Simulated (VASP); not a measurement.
# BP (F-43m) in VASP: single point with PBE

Aim: the single point of BP with PBE.

Program: VASP 6.6.1. These are calculated values, not measurements. Logs are shortened: lines on timing, memory, paths and dates and some standing lists are left out, and cuts for length are marked.

**1. The cell of the first run**

The structure is cubic, space group F-43m (No. 216). Conventional cell: a = 4.538 Å, b = 4.538 Å, c = 4.538 Å, α = 90.00°, β = 90.00°, γ = 90.00°. B (site symmetry -43m) has 4 P at 1.97 Å within 2.6 Å. P (site symmetry -43m) has 4 B at 1.97 Å within 2.6 Å.

**2. Single point, PBE**

Contents of INCAR:

```
SYSTEM = BP
ALGO = Normal
EDIFF = 1E-6
ENCUT = 520
GGA = PE
ISIF = 2
ISMEAR = -1
LASPH = .TRUE.
LCHARG = .FALSE.
LREAL = .FALSE.
LWAVE = .FALSE.
NBANDS = 11
NELM = 100
PREC = Accurate
SIGMA = 0.1
```

Contents of KPOINTS:

```
k-points
0
G
  6 6 6
  0 0 0
```

Contents of POSCAR:

```
BP
1.0
    0.0000000000      2.2690000000      2.2690000000
    2.2690000000      0.0000000000      2.2690000000
    2.2690000000      2.2690000000      0.0000000000
B P
1 1
Direct
    0.0000000000      0.0000000000      0.0000000000
    0.2500000000      0.2500000000      0.2500000000
```

Potentials or basis: VASP PAW PBE potentials, release 64 (B, P).

Launch:

```sh
> cat potpaw_PBE.64/B/POTCAR potpaw_PBE.64/P/POTCAR > POTCAR
> mpirun -np 1 vasp_std > vasp.out
```

OUTCAR:

```text
SYSTEM = BP
   EDIFF = 1E-6
   ENCUT = 520
   GGA = PE
   ISIF = 2
   ISMEAR = -1
   LASPH = .TRUE.
   LREAL = .FALSE.
   NELM = 100
   PREC = Accurate

 ion  position               nearest neighbor table
   1  0.000  0.000  0.000-   2 1.97   2 1.97   2 1.97   2 1.97
   2  0.250  0.250  0.250-   1 1.97   1 1.97   1 1.97   1 1.97

  LATTYP: Found a face centered cubic cell.
 ALAT       =     4.5380000000

  Lattice vectors:

 A1 = (   0.0000000000,   2.2690000000,   2.2690000000)
 A2 = (   2.2690000000,   0.0000000000,   2.2690000000)
 A3 = (   2.2690000000,   2.2690000000,   0.0000000000)

Analysis of symmetry for initial positions (statically):
=====================================================================
 Subroutine PRICEL returns:
 Original cell was already a primitive cell.

 Routine SETGRP: Setting up the symmetry group for a
 face centered cubic supercell.

 Subroutine GETGRP returns: Found 24 space group operations
 (whereof 24 operations were pure point group operations)
 out of a pool of 48 trial point group operations.

The static configuration has the point symmetry T_d .

Analysis of symmetry for dynamics (positions and initial velocities):
=====================================================================
 Subroutine PRICEL returns:
 Original cell was already a primitive cell.

 Routine SETGRP: Setting up the symmetry group for a
 face centered cubic supercell.

 Subroutine GETGRP returns: Found 24 space group operations
 (whereof 24 operations were pure point group operations)
 out of a pool of 48 trial point group operations.

The dynamic configuration has the point symmetry T_d .

 Subroutine INISYM returns: Found 24 space group operations
 (whereof 24 operations are pure point group operations),
 and found     1 'primitive' translations

----------------------------------------------------------------------------------------

                                     Primitive cell

  volume of cell :      23.3633

  direct lattice vectors                    reciprocal lattice vectors
     0.000000000  2.269000000  2.269000000    -0.220361393  0.220361393  0.220361393
     2.269000000  0.000000000  2.269000000     0.220361393 -0.220361393  0.220361393
     2.269000000  2.269000000  0.000000000     0.220361393  0.220361393 -0.220361393

  length of vectors
     3.208850573  3.208850573  3.208850573     0.381677128  0.381677128  0.381677128

  position of ions in fractional coordinates (direct lattice)
     0.000000000  0.000000000  0.000000000
     0.250000000  0.250000000  0.250000000

  ion indices of the primitive-cell ions
   primitive index   ion index
                 1           1
                 2           2

----------------------------------------------------------------------------------------

 KPOINTS: k-points

Automatic generation of k-mesh.
 Grid dimensions read from file:
 generate k-points for:    6    6    6

 Generating k-lattice:

  Cartesian coordinates                     Fractional coordinates (reciprocal lattice)
    -0.036726899  0.036726899  0.036726899     0.166666667  0.000000000  0.000000000
     0.036726899 -0.036726899  0.036726899     0.000000000  0.166666667  0.000000000
     0.036726899  0.036726899 -0.036726899     0.000000000  0.000000000  0.166666667

  Length of vectors
     0.063612855  0.063612855  0.063612855

  Shift w.r.t. Gamma in fractional coordinates (k-lattice)
     0.000000000  0.000000000  0.000000000

 Subroutine IBZKPT returns following result:
 ===========================================

 Found     16 irreducible k-points:

 Following reciprocal coordinates:
            Coordinates               Weight
  0.000000  0.000000  0.000000      1.000000
  0.166667  0.000000  0.000000      8.000000
  0.333333  0.000000  0.000000      8.000000
  0.500000  0.000000  0.000000      4.000000
  0.166667  0.166667  0.000000      6.000000
  0.333333  0.166667  0.000000     24.000000
[... 8 lines left out ...]
 -0.333333  0.333333  0.166667     24.000000
 -0.333333  0.500000  0.166667     12.000000
   k-points           NKPTS =     16   k-points in BZ     NKDIM =     16   number of bands    NBANDS=     11
   number of dos      NEDOS =    301   number of ions     NIONS =      2
   total plane-waves  NPLWV =  13824
   dimension x,y,z NGX =    24 NGY =   24 NGZ =   24
   dimension x,y,z NGXF=    48 NGYF=   48 NGZF=   48
   ions per type =               1   1
   NGX,Y,Z   is equivalent  to a cutoff of  12.43, 12.43, 12.43 a.u.
   NGXF,Y,Z  is equivalent  to a cutoff of  24.87, 24.87, 24.87 a.u.
 SYSTEM =  BP
   PREC   = accura    normal or accurate (medium, high low for compatibility)
   ISTART =      0    job   : 0-new  1-cont  2-samecut
   ICHARG =      2    charge: 1-file 2-atom 10-const
   ISPIN  =      1    spin polarized calculation?
   LNONCOLLINEAR =      F non collinear calculations
   LSORBIT =      F    spin-orbit coupling
   LASPH  =      T    aspherical Exc in radial PAW
   ENCUT  =  520.0 eV  38.22 Ry    6.18 a.u.   5.97  5.97  5.97*2*pi/ulx,y,z
   NELM   =    100;   NELMIN=  2; NELMDL= -5     # of ELM steps
   EDIFF  = 0.1E-05   stopping-criterion for ELM
   LREAL  =      F    real-space projection
   EDIFFG = 0.1E-04   stopping-criterion for IOM
   NSW    =      0    number of steps for IOM
   IBRION =     -1    ionic relax: 0-MD 1-quasi-New 2-CG
   NFREE  =      0    steps in history (QN), initial steepest desc. (CG)
   ISIF   =      2    stress and relaxation
   ISYM   =      2    0-nonsym 1-usesym 2-fastsym
   POTIM  = 0.5000    time-step for ionic-motion
   TEBEG  =    0.0;   TEEND  =   0.0 temperature during run
   PSTRESS=    0.0 pullay stress
   NELECT =       8.0000    total number of electrons
   NUPDOWN=      -1.0000    fix difference up-down
   EMIN   =  10.00;   EMAX   =-10.00  energy-range for DOS
   EFERMI =   0.00;   METHOD = LEGACY
   ISMEAR =    -1;   SIGMA  =   0.10  broadening in eV -4-tet -1-fermi 0-gaus
   EFERMI_NEDOS =   21; number of points for ismear=-14 and -15
   IALGO  =     38    algorithm
   IMIX   =      4    mixing-type and parameters
     AMIX     =   0.40;   BMIX     =  1.00
     AMIX_MAG =   1.60;   BMIX_MAG =  1.00
  volume/ion in A,a.u.               =      11.68        78.83
  Fermi-wavevector in a.u.,A,eV,Ry     =   1.145320  2.164342 17.847562  1.311759
  Thomas-Fermi vector in A             =   2.282009
   LORBIT       =      0    0 simple, 1 ext, 2 COOP (PROOUT), +10 PAW based schemes
   GGA     = PE    functional components
   LHFCALC =     F    Hartree Fock is set to
   AEXX    =    0.0000 exact exchange contribution
   IVDW    =     0    specifies the selected vdW correction
   LEPSILON=     F    determine dielectric tensor
   LRPA    =     F    only Hartree local field effects (RPA)
 non-spin polarized calculation
  energy-cutoff  :      520.00
  volume of cell :       23.36
 maximum number of plane-waves:       636
   NGX = 11   NGY = 11   NGZ = 11

 number of electron       8.0000000 magnetization

 Free energy of the ion-electron system (eV)
  ---------------------------------------------------
  ext. energy  EPLUGINS =         0.00000000
  ---------------------------------------------------
  free energy    TOTEN  =       -12.91333756 eV

  energy without entropy =      -12.91325174  energy(sigma->0) =      -12.91329465

 E-fermi :   8.0628     XC(G=0): -10.9043

 val. band max:        7.4389879014   @ k =   0.0000   0.0000   0.0000
 cond. band min:       8.7679845936   @ k =   0.5000   0.5000   0.0000
 fundamental gap:      1.3289966922
 Fermi energy:         8.0628107560

 k-point     1 :       0.0000    0.0000    0.0000
  band No.  band energies     occupation
      1      -8.0235      2.00000
      2       7.4390      1.99610
      3       7.4390      1.99610
      4       7.4390      1.99610
      5      10.8370      0.00000
      6      10.8370      0.00000
      7      10.8370      0.00000
      8      14.8134      0.00000
      9      18.9501      0.00000
     10      19.5638      0.00000
     11      19.5638      0.00000

 k-point     2 :       0.1667    0.0000    0.0000
  band No.  band energies     occupation
      1      -7.5257      2.00000
      2       4.6012      2.00000
      3       6.7734      1.99999
      4       6.7734      1.99999
      5      11.4585      0.00000
      6      11.7426      0.00000
      7      11.7426      0.00000
      8      16.1002      0.00000
      9      18.3768      0.00000
     10      18.3768      0.00000
     11      20.1899      0.00000

 k-point     3 :       0.3333    0.0000    0.0000
  band No.  band energies     occupation
      1      -6.1086      2.00000
      2       0.7061      2.00000
      3       5.9701      2.00000
      4       5.9701      2.00000
      5      11.3361      0.00000
      6      12.2947      0.00000
      7      12.2947      0.00000
      8      17.5454      0.00000
      9      19.3274      0.00000
     10      19.3274      0.00000
     11      20.8661      0.00000

 k-point     4 :       0.5000    0.0000    0.0000
  band No.  band energies     occupation
      1      -4.6994      2.00000
      2      -1.5965      2.00000
      3       5.6807      2.00000
      4       5.6807      2.00000
      5      11.2192      0.00000
      6      12.1494      0.00000
      7      12.1494      0.00000
      8      17.5636      0.00000
      9      22.0621      0.00000
     10      22.0621      0.00000
     11      22.2679      0.00000
[... 127 lines left out ...]
 k-point    14 :       0.5000    0.3333    0.1667
  band No.  band energies     occupation
      1      -4.8857      2.00000
      2       0.9114      2.00000
      3       2.4314      2.00000
      4       4.1737      2.00000
      5      11.4448      0.00000
      6      12.9780      0.00000
      7      13.9103      0.00000
      8      16.9546      0.00000
      9      20.1541      0.00000
     10      21.0047      0.00000
     11      25.1433      0.00000

 k-point    15 :      -0.3333    0.3333    0.1667
  band No.  band energies     occupation
      1      -3.5829      2.00000
      2      -0.6790      2.00000
      3       1.9364      2.00000
      4       3.4624      2.00000
      5      11.9510      0.00000
      6      13.1430      0.00000
      7      16.0461      0.00000
      8      16.6044      0.00000
      9      17.9296      0.00000
     10      22.2669      0.00000
     11      24.9881      0.00000

 k-point    16 :      -0.3333    0.5000    0.1667
  band No.  band energies     occupation
      1      -2.9693      2.00000
      2      -0.7859      2.00000
      3       2.1366      2.00000
      4       2.2604      2.00000
      5      11.2697      0.00000
      6      11.8870      0.00000
      7      16.5645      0.00000
      8      17.2184      0.00000
      9      20.3811      0.00000
     10      23.6354      0.00000
     11      23.9145      0.00000

------------------------ aborting loop because EDIFF is reached ----------------------------------------

  FORCE on cell =-STRESS in cart. coord.  units (eV):
  Direction    XX          YY          ZZ          XY          YZ          ZX
  --------------------------------------------------------------------------------------
  -------------------------------------------------------------------------------------
  Total        0.1498320      0.1498320      0.1498320     -0.0000000      0.0000000     -0.0000000
  in kB       10.2749949     10.2749949     10.2749949     -0.0000000      0.0000000     -0.0000000
  external PRESSURE =      10.2749949 kB  Pullay stress =       0.0000000 kB

 VOLUME and BASIS-vectors are now :
 -----------------------------------------------------------------------------
  energy-cutoff  :      520.00
  volume of cell :       23.36
      direct lattice vectors                 reciprocal lattice vectors
     0.000000000  2.269000000  2.269000000    -0.220361393  0.220361393  0.220361393
     2.269000000  0.000000000  2.269000000     0.220361393 -0.220361393  0.220361393
     2.269000000  2.269000000  0.000000000     0.220361393  0.220361393 -0.220361393

 POSITION                                       TOTAL-FORCE (eV/Angst)
 -----------------------------------------------------------------------------------
      0.00000      0.00000      0.00000         0.000000      0.000000      0.000000
      1.13450      1.13450      1.13450        -0.000000     -0.000000     -0.000000
 -----------------------------------------------------------------------------------
    total drift:                                0.000000      0.000000      0.000000

  FREE ENERGIE OF THE ION-ELECTRON SYSTEM (eV)
  ---------------------------------------------------
  free  energy   TOTEN  =       -12.9133375576 eV

  energy  without entropy=      -12.9132517415  energy(sigma->0) =      -12.91329465
```

It took 2.7 s on 1 thread of AMD EPYC 9R45 (Zen 5), shared host; peak memory 0.1 GiB.

Results:

```yaml
Free_energy: -12.9133 eV
Pressure: 1.0 GPa
Band_gap_on_the_k_mesh: 1.33 eV, indirect (least direct gap 3.40 eV)
```
